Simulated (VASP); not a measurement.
# Ti (Fm-3m) in VASP: notebook, part 2 of 2

VASP 6.6.1.

## 5. Single point, PBE

This run uses another cell than the first one, of 17.74 Å³/atom, 1.041 times its volume.

INCAR

```
SYSTEM = Ti
PREC = Accurate
ENCUT = 520
EDIFF = 1E-6
ISMEAR = -1
SIGMA = 0.06122561905347299
LREAL = .False.
LASPH = .True.
NELM = 60
ALGO = Normal
ISIF = 2
LWAVE = .False.
LCHARG = .False.
GGA = PE
NBANDS = 12
```

KPOINTS

```
Automatic mesh
0
Gamma
  23 23 23
  0 0 0
```

POSCAR

```
Ti
1.0
    0.0000000000      2.0701855930      2.0701855930
    2.0701855930      0.0000000000      2.0701855930
    2.0701855930      2.0701855930      0.0000000000
Ti
1
Direct
    0.0000000000      0.0000000000      0.0000000000
```

Potentials or basis: VASP PAW PBE potentials, release 64 (Ti_sv).

The run is started by

```sh
> cat potpaw_PBE.64/Ti_sv/POTCAR > POTCAR
> mpirun -np 1 vasp_std > vasp.out
```

OUTCAR:

```text
SYSTEM = Ti
   PREC = Accurate
   ENCUT = 520
   EDIFF = 1E-6
   ISMEAR = -1
   LREAL = .False.
   LASPH = .True.
   NELM = 60
   ISIF = 2
   GGA = PE

 ion  position               nearest neighbor table
   1  0.000  0.000  0.000-

  LATTYP: Found a face centered cubic cell.
 ALAT       =     4.1403711860

  Lattice vectors:

 A1 = (   0.0000000000,   2.0701855930,   2.0701855930)
 A2 = (   2.0701855930,   0.0000000000,   2.0701855930)
 A3 = (   2.0701855930,   2.0701855930,   0.0000000000)

Analysis of symmetry for initial positions (statically):
=====================================================================
 Subroutine PRICEL returns:
 Original cell was already a primitive cell.

 Routine SETGRP: Setting up the symmetry group for a
 face centered cubic supercell.

 Subroutine GETGRP returns: Found 48 space group operations
 (whereof 48 operations were pure point group operations)
 out of a pool of 48 trial point group operations.

The static configuration has the point symmetry O_h .

Analysis of symmetry for dynamics (positions and initial velocities):
=====================================================================
 Subroutine PRICEL returns:
 Original cell was already a primitive cell.

 Routine SETGRP: Setting up the symmetry group for a
 face centered cubic supercell.

 Subroutine GETGRP returns: Found 48 space group operations
 (whereof 48 operations were pure point group operations)
 out of a pool of 48 trial point group operations.

The dynamic configuration has the point symmetry O_h .

 Subroutine INISYM returns: Found 48 space group operations
 (whereof 48 operations are pure point group operations),
 and found     1 'primitive' translations

----------------------------------------------------------------------------------------

                                     Primitive cell

  volume of cell :      17.7443

  direct lattice vectors                    reciprocal lattice vectors
     0.000000000  2.070185593  2.070185593    -0.241524239  0.241524239  0.241524239
     2.070185593  0.000000000  2.070185593     0.241524239 -0.241524239  0.241524239
     2.070185593  2.070185593  0.000000000     0.241524239  0.241524239 -0.241524239

  length of vectors
     2.927684542  2.927684542  2.927684542     0.418332253  0.418332253  0.418332253

  position of ions in fractional coordinates (direct lattice)
     0.000000000  0.000000000  0.000000000

  ion indices of the primitive-cell ions
   primitive index   ion index
                 1           1

----------------------------------------------------------------------------------------

 KPOINTS: Automatic mesh

Automatic generation of k-mesh.
 Grid dimensions read from file:
 generate k-points for:   23   23   23

 Generating k-lattice:

  Cartesian coordinates                     Fractional coordinates (reciprocal lattice)
    -0.010501054  0.010501054  0.010501054     0.043478261  0.000000000  0.000000000
     0.010501054 -0.010501054  0.010501054     0.000000000  0.043478261  0.000000000
     0.010501054  0.010501054 -0.010501054     0.000000000  0.000000000  0.043478261

  Length of vectors
     0.018188359  0.018188359  0.018188359

  Shift w.r.t. Gamma in fractional coordinates (k-lattice)
     0.000000000  0.000000000  0.000000000

 Subroutine IBZKPT returns following result:
 ===========================================

 Found    364 irreducible k-points:

 Following reciprocal coordinates:
            Coordinates               Weight
  0.000000  0.000000  0.000000      1.000000
  0.043478  0.000000  0.000000      8.000000
  0.086957  0.000000  0.000000      8.000000
  0.130435  0.000000  0.000000      8.000000
  0.173913  0.000000  0.000000      8.000000
  0.217391  0.000000  0.000000      8.000000
[... 16 lines left out ...]
  0.478261  0.043478  0.000000     24.000000
 -0.478261  0.043478  0.000000     24.000000
 [... further k-points ...]
   k-points           NKPTS =    364   k-points in BZ     NKDIM =    364   number of bands    NBANDS=     12
   number of dos      NEDOS =    301   number of ions     NIONS =      1
   total plane-waves  NPLWV =  13824
   dimension x,y,z NGX =    24 NGY =   24 NGZ =   24
   dimension x,y,z NGXF=    48 NGYF=   48 NGZF=   48
   ions per type =               1
   NGX,Y,Z   is equivalent  to a cutoff of  13.63, 13.63, 13.63 a.u.
   NGXF,Y,Z  is equivalent  to a cutoff of  27.26, 27.26, 27.26 a.u.
 SYSTEM =  Ti
   PREC   = accura    normal or accurate (medium, high low for compatibility)
   ISTART =      0    job   : 0-new  1-cont  2-samecut
   ICHARG =      2    charge: 1-file 2-atom 10-const
   ISPIN  =      1    spin polarized calculation?
   LNONCOLLINEAR =      F non collinear calculations
   LSORBIT =      F    spin-orbit coupling
   LASPH  =      T    aspherical Exc in radial PAW
   ENCUT  =  520.0 eV  38.22 Ry    6.18 a.u.   5.44  5.44  5.44*2*pi/ulx,y,z
   NELM   =     60;   NELMIN=  2; NELMDL= -5     # of ELM steps
   EDIFF  = 0.1E-05   stopping-criterion for ELM
   LREAL  =      F    real-space projection
   EDIFFG = 0.1E-04   stopping-criterion for IOM
   NSW    =      0    number of steps for IOM
   IBRION =     -1    ionic relax: 0-MD 1-quasi-New 2-CG
   NFREE  =      0    steps in history (QN), initial steepest desc. (CG)
   ISIF   =      2    stress and relaxation
   ISYM   =      2    0-nonsym 1-usesym 2-fastsym
   POTIM  = 0.5000    time-step for ionic-motion
   TEBEG  =    0.0;   TEEND  =   0.0 temperature during run
   PSTRESS=    0.0 pullay stress
   NELECT =      12.0000    total number of electrons
   NUPDOWN=      -1.0000    fix difference up-down
   EMIN   =  10.00;   EMAX   =-10.00  energy-range for DOS
   EFERMI =   0.00;   METHOD = LEGACY
   ISMEAR =    -1;   SIGMA  =   0.06  broadening in eV -4-tet -1-fermi 0-gaus
   EFERMI_NEDOS =   21; number of points for ismear=-14 and -15
   IALGO  =     38    algorithm
   IMIX   =      4    mixing-type and parameters
     AMIX     =   0.40;   BMIX     =  1.00
     AMIX_MAG =   1.60;   BMIX_MAG =  1.00
  volume/ion in A,a.u.               =      17.74       119.74
  Fermi-wavevector in a.u.,A,eV,Ry     =   1.436975  2.715490 28.094643  2.064898
  Thomas-Fermi vector in A             =   2.556104
   LORBIT       =      0    0 simple, 1 ext, 2 COOP (PROOUT), +10 PAW based schemes
   GGA     = PE    functional components
   LHFCALC =     F    Hartree Fock is set to
   AEXX    =    0.0000 exact exchange contribution
   IVDW    =     0    specifies the selected vdW correction
   LEPSILON=     F    determine dielectric tensor
   LRPA    =     F    only Hartree local field effects (RPA)
 non-spin polarized calculation
  energy-cutoff  :      520.00
  volume of cell :       17.74
 maximum number of plane-waves:       531
 NGX is ok and might be reduce to    24
   NGX = 11   NGY = 11   NGZ = 11

 number of electron      11.9999999 magnetization

 Free energy of the ion-electron system (eV)
  ---------------------------------------------------
  ext. energy  EPLUGINS =         0.00000000
  ---------------------------------------------------
  free energy    TOTEN  =        -7.78587430 eV

  energy without entropy =       -7.76398881  energy(sigma->0) =       -7.77493155

 E-fermi :   7.9941     XC(G=0): -11.3985

 val. band max:        7.9935218268   @ k =  -0.2174   0.0870   0.0000
 cond. band min:       7.9958889962   @ k =   0.2609   0.0870   0.0000
 fundamental gap:      0.0023671695
 Fermi energy:         7.9940791619

 k-point     1 :       0.0000    0.0000    0.0000
  band No.  band energies     occupation
      1     -48.7531      2.00000
      2     -24.6362      2.00000
      3     -24.6362      2.00000
      4     -24.6362      2.00000
      5       1.9505      2.00000
      6       8.8555      0.00000
      7       8.8555      0.00000
      8       8.8555      0.00000
      9      10.4390      0.00000
     10      10.4390      0.00000
     11      23.1216      0.00000
     12      27.4928      0.00000

 k-point     2 :       0.0435    0.0000    0.0000
  band No.  band energies     occupation
      1     -48.7510      2.00000
      2     -24.6480      2.00000
      3     -24.6376      2.00000
      4     -24.6376      2.00000
      5       2.0108      2.00000
      6       8.8183      0.00000
      7       8.8775      0.00000
      8       8.8775      0.00000
      9      10.4247      0.00000
     10      10.4247      0.00000
     11      23.1699      0.00000
     12      26.9458      0.00000
[... 316 lines left out ...]
 k-point    24 :      -0.4783    0.0435    0.0000
  band No.  band energies     occupation
      1     -48.6406      2.00000
      2     -25.2536      2.00000
      3     -24.7248      2.00000
      4     -24.7181      2.00000
      5       5.5026      2.00000
      6       8.4295      0.00163
      7       8.7816      0.00001
      8       8.7836      0.00001
      9      11.4555      0.00000
     10      11.5854      0.00000
     11      15.9338      0.00000
     12      22.4030      0.00000

 [... further k-points ...]
[... 5 lines left out ...]
  --------------------------------------------------------------------------------------
  -------------------------------------------------------------------------------------
  Total       -0.2555594     -0.2555594     -0.2555594      0.0000000      0.0000000      0.0000000
  in kB      -23.0751550    -23.0751550    -23.0751550      0.0000000      0.0000000      0.0000000
  external PRESSURE =     -23.0751550 kB  Pullay stress =       0.0000000 kB

 VOLUME and BASIS-vectors are now :
 -----------------------------------------------------------------------------
  energy-cutoff  :      520.00
  volume of cell :       17.74
      direct lattice vectors                 reciprocal lattice vectors
     0.000000000  2.070185593  2.070185593    -0.241524239  0.241524239  0.241524239
     2.070185593  0.000000000  2.070185593     0.241524239 -0.241524239  0.241524239
     2.070185593  2.070185593  0.000000000     0.241524239  0.241524239 -0.241524239

 POSITION                                       TOTAL-FORCE (eV/Angst)
 -----------------------------------------------------------------------------------
      0.00000      0.00000      0.00000        -0.000000     -0.000000      0.000000
 -----------------------------------------------------------------------------------
    total drift:                               -0.000000     -0.000000     -0.000000

  FREE ENERGIE OF THE ION-ELECTRON SYSTEM (eV)
  ---------------------------------------------------
  free  energy   TOTEN  =        -7.7858743017 eV

  energy  without entropy=       -7.7639888053  energy(sigma->0) =       -7.77493155
```

Run time: 34 s. Hardware: 1 thread of Intel Xeon Platinum 8488C (Sapphire Rapids), shared host; peak memory 0.2 GiB.

What came out:

* Free energy: -7.7859 eV
* Pressure: -2.3 GPa
* Band gap on the k mesh: zero (band 6 reaches 8.86 eV, above the bottom of band 7 at 7.61 eV)

Levels at points of the mesh, in eV from the Fermi level:
```tsv
k point	band 2	band 3	band 4	band 5	band 6	band 7	band 8	band 9	band 10	band 11
(0.00, 0.00, 0.00)	-32.63	-32.63	-32.63	-6.04	0.86	0.86	0.86	2.44	2.44	15.13
```

## 6. Single point, PBE

This run uses another cell than the first one, of 18.09 Å³/atom, 1.061 times its volume.

INCAR

```
PREC = Accurate
ENCUT = 520
EDIFF = 1E-6
ISMEAR = -1
SIGMA = 0.06122561905347299
LREAL = F
LASPH = T
NELM = 80
ALGO = Normal
ISIF = 2
LWAVE = F
LCHARG = F
GGA = PE
NBANDS = 12
```

KPOINTS

```
Automatic mesh
0
Gamma
  23 23 23
```

POSCAR

```
Ti
1.0
    0.0000000000      2.0836287333      2.0836287333
    2.0836287333      0.0000000000      2.0836287333
    2.0836287333      2.0836287333      0.0000000000
Ti
1
Direct
    0.0000000000      0.0000000000      0.0000000000
```

Potentials or basis: VASP PAW PBE potentials, release 64 (Ti_sv).

The run is started by

```sh
> cat potpaw_PBE.64/Ti_sv/POTCAR > POTCAR
> mpirun -np 1 vasp_std > vasp.out
```

It took 34 s on 1 thread of Intel Xeon Platinum 8488C (Sapphire Rapids), shared host; peak memory 0.2 GiB.

It converged, with:

| Quantity | Value |
| --- | --- |
| Free energy | -7.7790 eV |
| Pressure | -4.2 GPa |
| Band gap on the k mesh | zero (band 6 reaches 8.64 eV, above the bottom of band 7 at 7.43 eV) |

Levels at points of the mesh, in eV from the Fermi level:
| k point | band 2 | band 3 | band 4 | band 5 | band 6 | band 7 | band 8 | band 9 | band 10 | band 11 |
| --- | --- | --- | --- | --- | --- | --- | --- | --- | --- | --- |
| (0.00, 0.00, 0.00) | -32.68 | -32.68 | -32.68 | -5.99 | 0.85 | 0.85 | 0.85 | 2.39 | 2.39 | 15.02 |

## 7. Overview

```csv
cell,gap on the mesh (eV),pressure (GPa)
"a = 2.889 Å, angles 60.0°, 1 atom",none,1.9
"a = 2.908 Å, angles 60.0°, 1 atom",none,-0.3
"a = 2.928 Å, angles 60.0°, 1 atom",none,-2.3
"a = 2.947 Å, angles 60.0°, 1 atom",none,-4.2
```

Alike in all rows: task single point; level PBE; potentials or basis VASP PAW PBE potentials, release 64 (Ti_sv); no spin polarisation; k mesh 23 × 23 × 23; cutoff (eV) 520; smearing fermi-dirac 0.0612256 eV.

Total energies depend on the potentials used, so only differences within one code and one set of settings carry meaning.
